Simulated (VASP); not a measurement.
# Pt (P6_3/mmc) in VASP: notebook, part 2 of 2

VASP 6.6.1.

### Step 3. Single point, LDA (7.73 Å³/atom)

This run uses another cell than the first one, of 7.73 Å³/atom.

INCAR reads:

```
SYSTEM = Pt
PREC     = Accurate       ! precision mode
ENCUT    = 570            ! plane-wave cutoff, eV
EDIFF    = 1E-6           ! SCF threshold, eV
ISMEAR   = -1             ! smearing method
SIGMA    = 0.08           ! smearing width, eV
LREAL    = .False.        ! projectors in reciprocal space
LASPH    = .True.         ! aspherical terms in the spheres
NELM     = 120            ! most SCF steps
ALGO     = Normal         ! electronic algorithm
ISIF     = 2              ! what is computed and relaxed
LWAVE    = .False.        ! write WAVECAR
LCHARG   = .True.         ! write CHGCAR
LELF     = .True.         ! ELF
LVHAR    = .True.       
NBANDS   = 25             ! bands
GGA_COMPAT= .False.
```

KPOINTS reads:

```
regular mesh
0
Gamma
  16 16 9
  0 0 0
```

POSCAR reads:

```
Pt
1.0
    2.2025656735      0.0000000000      0.0000000000
   -1.1012828367      1.9074778268      0.0000000000
    0.0000000000      0.0000000000      3.6783739206
Pt
2
Direct
    0.3333333333      0.6666666667      0.2500000000
    0.6666666667      0.3333333333      0.7500000000
```

Potentials or basis: VASP PAW LDA potentials, release 64 (Pt_sv_GW).

Run with:

```bash
$ cat potpaw_LDA.64/Pt_sv_GW/POTCAR > POTCAR
$ mpirun -np 1 vasp_std > vasp.out
```

OUTCAR:

```text
SYSTEM = Pt
   PREC = Accurate
   ENCUT = 570
   EDIFF = 1E-6
   ISMEAR = -1
   LREAL = .False.
   LASPH = .True.
   NELM = 120
   ISIF = 2

 ion  position               nearest neighbor table
   1  0.333  0.667  0.250-   2 2.24   2 2.24   2 2.24   2 2.24   2 2.24   2 2.24   2 3.14   2 3.14
                             2 3.14   2 3.14   2 3.14   2 3.14
   2  0.667  0.333  0.750-   1 2.24   1 2.24   1 2.24   1 2.24   1 2.24   1 2.24   1 3.14   1 3.14
                             1 3.14   1 3.14   1 3.14   1 3.14

  LATTYP: Found a hexagonal cell.
 ALAT       =     2.2025656735
 C/A-ratio  =     1.6700405190

  Lattice vectors:

 A1 = (   2.2025656735,   0.0000000000,   0.0000000000)
 A2 = (  -1.1012828367,   1.9074778268,   0.0000000000)
 A3 = (   0.0000000000,   0.0000000000,   3.6783739206)

Analysis of symmetry for initial positions (statically):
=====================================================================
 Subroutine PRICEL returns:
 Original cell was already a primitive cell.

 Routine SETGRP: Setting up the symmetry group for a
 hexagonal supercell.

 Subroutine GETGRP returns: Found 24 space group operations
 (whereof 12 operations were pure point group operations)
 out of a pool of 24 trial point group operations.

The static configuration has the point symmetry D_3d.
 The point group associated with its full space group is D_6h.

Analysis of symmetry for dynamics (positions and initial velocities):
=====================================================================
 Subroutine PRICEL returns:
 Original cell was already a primitive cell.

 Routine SETGRP: Setting up the symmetry group for a
 hexagonal supercell.

 Subroutine GETGRP returns: Found 24 space group operations
 (whereof 12 operations were pure point group operations)
 out of a pool of 24 trial point group operations.

The dynamic configuration has the point symmetry D_3d.
 The point group associated with its full space group is D_6h.

 Subroutine INISYM returns: Found 24 space group operations
 (whereof 12 operations are pure point group operations),
 and found     1 'primitive' translations

[... 111 lines left out ...]
   IALGO  =     38    algorithm
   IMIX   =      4    mixing-type and parameters
     AMIX     =   0.40;   BMIX     =  1.00
     AMIX_MAG =   1.60;   BMIX_MAG =  1.00
  volume/ion in A,a.u.               =       7.73        52.14
  Fermi-wavevector in a.u.,A,eV,Ry     =   2.170172  4.101031 64.078659  4.709649
  Thomas-Fermi vector in A             =   3.141239
   LORBIT       =      0    0 simple, 1 ext, 2 COOP (PROOUT), +10 PAW based schemes
   GGA     = CA    functional components
   LHFCALC =     F    Hartree Fock is set to
   AEXX    =    0.0000 exact exchange contribution
   IVDW    =     0    specifies the selected vdW correction
   LEPSILON=     F    determine dielectric tensor
   LRPA    =     F    only Hartree local field effects (RPA)
 non-spin polarized calculation
  energy-cutoff  :      570.00
  volume of cell :       15.45
 maximum number of plane-waves:       501
 NGX is ok and might be reduce to    18
   NGX =  9   NGY =  9   NGZ = 15

 number of electron      35.9999999 magnetization

 Free energy of the ion-electron system (eV)
  ---------------------------------------------------
  ext. energy  EPLUGINS =         0.00000000
  ---------------------------------------------------
  free energy    TOTEN  =         9.64186859 eV

  energy without entropy =        9.66638884  energy(sigma->0) =        9.65412872

 E-fermi :  27.8966     XC(G=0): -19.0914

 val. band max:       27.8919397339   @ k =   0.4375  -0.0000   0.1111
 cond. band min:      27.8976478202   @ k =   0.3125   0.1875   0.1111
 fundamental gap:      0.0057080863
 Fermi energy:        27.8966097706

 k-point     1 :       0.0000    0.0000    0.0000
  band No.  band energies     occupation
      1     -74.7156      2.00000
      2     -74.0730      2.00000
      3     -31.6126      2.00000
      4     -27.7241      2.00000
      5     -27.7241      2.00000
      6     -27.2574      2.00000
[... 661 lines left out ...]
     24      43.7078      0.00000
     25      47.7861      0.00000

 [... further k-points ...]

------------------------ aborting loop because EDIFF is reached ----------------------------------------

  FORCE on cell =-STRESS in cart. coord.  units (eV):
  Direction    XX          YY          ZZ          XY          YZ          ZX
  --------------------------------------------------------------------------------------
  -------------------------------------------------------------------------------------
  Total       98.3537304     98.3537304     98.1265168      0.0000000      0.0000000      0.0000000
  in kB    10196.6421792  10196.6421797  10173.0862271      0.0000003      0.0000000      0.0000000
  external PRESSURE =   10188.7901953 kB  Pullay stress =       0.0000000 kB

 VOLUME and BASIS-vectors are now :
 -----------------------------------------------------------------------------
  energy-cutoff  :      570.00
  volume of cell :       15.45
      direct lattice vectors                 reciprocal lattice vectors
     2.202565674  0.000000000  0.000000000     0.454015974  0.262126245  0.000000000
    -1.101282837  1.907477827  0.000000000     0.000000000  0.524252490  0.000000000
     0.000000000  0.000000000  3.678373921     0.000000000  0.000000000  0.271859257

 POSITION                                       TOTAL-FORCE (eV/Angst)
 -----------------------------------------------------------------------------------
     -0.00000      1.27165      0.91959         0.000000      0.000000      0.000000
      1.10128      0.63583      2.75878        -0.000000     -0.000000      0.000000
 -----------------------------------------------------------------------------------
    total drift:                               -0.000000      0.000000     -0.000000

  FREE ENERGIE OF THE ION-ELECTRON SYSTEM (eV)
  ---------------------------------------------------
  free  energy   TOTEN  =         9.6418685910 eV

  energy  without entropy=        9.6663888430  energy(sigma->0) =        9.65412872
```

It took 34 s on 1 thread of Intel Xeon Platinum 8488C (Sapphire Rapids), shared host; peak memory 0.17 GiB.

The run converged, but its numbers aren't listed here, since they failed a check.

Caveat: the cell stands under pressure; spin-orbit coupling is left out, which moves the levels of the heavy elements.

### Step 4. Single point, LDA (11.29 Å³/atom)

This run uses another cell than the first one, of 11.29 Å³/atom.

INCAR reads:

```
SYSTEM = Pt
PREC = Accurate ; ENCUT = 570
EDIFF = 1E-6 ; ISMEAR = -1
SIGMA = 0.08 ; LREAL = .FALSE.
LASPH = .TRUE. ; NELM = 120
ALGO = Normal ; ISIF = 2
LWAVE = .FALSE. ; LCHARG = .TRUE.
GGA = CA ; LELF = .TRUE.
LVHAR = .TRUE. ; NBANDS = 25
GGA_COMPAT = .FALSE.
```

KPOINTS reads:

```
regular mesh
0
G
  16 16 9
  0 0 0
```

POSCAR reads:

```
Pt
1.0
    2.4926295782      0.0000000000      0.0000000000
   -1.2463147891      2.1586805369      0.0000000000
    0.0000000000      0.0000000000      4.1976707225
Pt
2
Direct
    0.3333333333      0.6666666667      0.2500000000
    0.6666666667      0.3333333333      0.7500000000
```

Run with:

```bash
$ cat potpaw_LDA.64/Pt_sv_GW/POTCAR > POTCAR
$ mpirun -np 1 vasp_std > vasp.out
```

It took 47 s on 1 thread of AMD EPYC 9R45 (Zen 5), shared host; peak memory 0.16 GiB.

It converged, with:

| Item | Value |
| --- | --- |
| Free energy | -11.6622 eV |
| Pressure | 167.7 GPa |
| Band gap on the k mesh | zero (bands 18 and 19 overlap by 2.13 eV) |

Stress tensor (GPa, compression positive):
```
167.92   0.00   0.00
  0.00 167.92   0.00
  0.00   0.00 167.37
```

Levels at points of the mesh, in eV from the Fermi level:
```csv
k point,band 15,band 16,band 17,band 18,band 19,band 20,band 21,band 22
"(0.00, 0.00, 0.00)",-5.12,-3.50,-3.50,-1.85,-0.48,-0.48,7.86,13.81
"(0.50, 0.00, 0.00)",-4.60,0.24,0.35,0.80,3.16,5.11,9.35,11.15
```

Caveat: the cell stands under pressure; spin-orbit coupling is left out, which moves the levels of the heavy elements.

### Step 5. Single point, LDA

This run uses another cell than the first one, of 12.48 Å³/atom.

INCAR reads:

```
PREC     = Accurate       # precision mode
ENCUT    = 570            # plane-wave cutoff, eV
EDIFF    = 1E-6           # SCF threshold, eV
ISMEAR   = -1             # smearing method
SIGMA    = 0.08           # smearing width, eV
LREAL    = False          # projectors in reciprocal space
LASPH    = True           # aspherical terms in the spheres
NELM     = 120            # most SCF steps
ALGO     = Normal         # electronic algorithm
ISIF     = 2              # what is computed and relaxed
LWAVE    = False          # write WAVECAR
LCHARG   = False          # write CHGCAR
NBANDS   = 25             # bands
GGA_COMPAT= False
```

KPOINTS reads:

```
regular mesh
0
Gamma
  16 16 9
```

POSCAR reads:

```
Pt
1.0
    2.5734668649      0.0000000000      0.0000000000
   -1.2867334325      2.2286876808      0.0000000000
    0.0000000000      0.0000000000      4.3526363915
Pt
2
Direct
    0.3333333333      0.6666666667      0.2500000000
    0.6666666667      0.3333333333      0.7500000000
```

Run with:

```bash
$ cat potpaw_LDA.64/Pt_sv_GW/POTCAR > POTCAR
$ mpirun -np 1 vasp_std > vasp.out
```

Run time: 42 s. Hardware: 1 thread of AMD EPYC 9R45 (Zen 5), shared host; peak memory 0.17 GiB.

It converged, with:

* Free energy: -13.4936 eV
* Pressure: 82.3 GPa
* Band gap on the k mesh: zero (bands 18 and 19 overlap by 1.80 eV)

Stress tensor (GPa, compression positive):
```
82.51  0.00  0.00
 0.00 82.51  0.00
 0.00  0.00 82.02
```

Levels at points of the mesh, in eV from the Fermi level:
```tsv
k point	band 15	band 16	band 17	band 18	band 19	band 20	band 21	band 22
(0.00, 0.00, 0.00)	-4.38	-2.93	-2.93	-1.51	-0.38	-0.38	6.85	14.34
(0.50, 0.00, 0.00)	-3.97	0.16	0.31	0.67	2.81	4.62	8.66	10.39
```

Caveat: the cell stands under pressure; spin-orbit coupling is left out, which moves the levels of the heavy elements.

### Step 6. Single point, LDA

This run uses another cell than the first one, of 14.86 Å³/atom.

INCAR reads:

```
  PREC = Accurate
  ENCUT = 570
  EDIFF = 1E-6
  ISMEAR = -1
  SIGMA = 0.08
  LREAL = F
  LASPH = T
  NELM = 120
  ALGO = Normal
  ISIF = 2
  LWAVE = F
  LCHARG = F
  NBANDS = 25
  GGA_COMPAT = F
```

KPOINTS is that of step 5.

POSCAR reads:

```
Pt
1.0
    2.7141501671      0.0000000000      0.0000000000
   -1.3570750835      2.3505229944      0.0000000000
    0.0000000000      0.0000000000      4.6584615955
Pt
2
Direct
    0.3333333333      0.6666666667      0.2500000000
    0.6666666667      0.3333333333      0.7500000000
```

Potentials or basis: VASP PAW LDA potentials, release 64 (Pt_sv_GW).

Run with:

```bash
$ cat potpaw_LDA.64/Pt_sv_GW/POTCAR > POTCAR
$ mpirun -np 1 vasp_std > vasp.out
```

Run time: 30 s. Hardware: 1 thread of Intel Xeon 6975P-C (Granite Rapids), shared host; peak memory 0.22 GiB.

It converged, with:

| Quantity | Value |
| --- | --- |
| Free energy | -14.5565 eV |
| Pressure | -0.4 GPa |
| Band gap on the k mesh | zero (bands 18 and 19 overlap by 1.36 eV) |

Stress tensor (GPa, compression positive):
```
-0.26  0.00  0.00
 0.00 -0.26  0.00
 0.00  0.00 -0.64
```

Levels at points of the mesh, in eV from the Fermi level:
```csv
k point,band 15,band 16,band 17,band 18,band 19,band 20,band 21,band 22
"(0.00, 0.00, 0.00)",-3.35,-2.08,-2.08,-0.88,-0.26,-0.26,5.23,14.98
"(0.50, 0.00, 0.00)",-2.93,0.05,0.28,0.52,2.37,3.93,7.62,9.22
```

Caveat: spin-orbit coupling is left out, which moves the levels of the heavy elements.

### Step 7. Overview

| cell | gap on the mesh (eV) | pressure (GPa) |
| --- | --- | --- |
| a = 2.308, b = 2.308, c = 3.864 Å, angles 90.0, 90.0, 120.0°, 2 atoms | none | 563.2 |
| a = 2.493, b = 2.493, c = 4.198 Å, angles 90.0, 90.0, 120.0°, 2 atoms | none | 167.7 |
| a = 2.573, b = 2.573, c = 4.353 Å, angles 90.0, 90.0, 120.0°, 2 atoms | none | 82.3 |
| a = 2.714, b = 2.714, c = 4.658 Å, angles 90.0, 90.0, 120.0°, 2 atoms | none | -0.4 |

Alike in all rows: task single point; level LDA; potentials or basis VASP PAW LDA potentials, release 64 (Pt_sv_GW); no spin polarisation; k mesh 16 × 16 × 9; cutoff (eV) 570; smearing fermi-dirac 0.08 eV.

Caveats: spin-orbit coupling is left out, which moves the levels of the heavy elements; the cell stands under pressure (at least some runs).

Total energies depend on the potentials used, so only differences within one code and one set of settings carry meaning.

The gap in the log of VASP goes by the Fermi energy; the results here count the filled bands.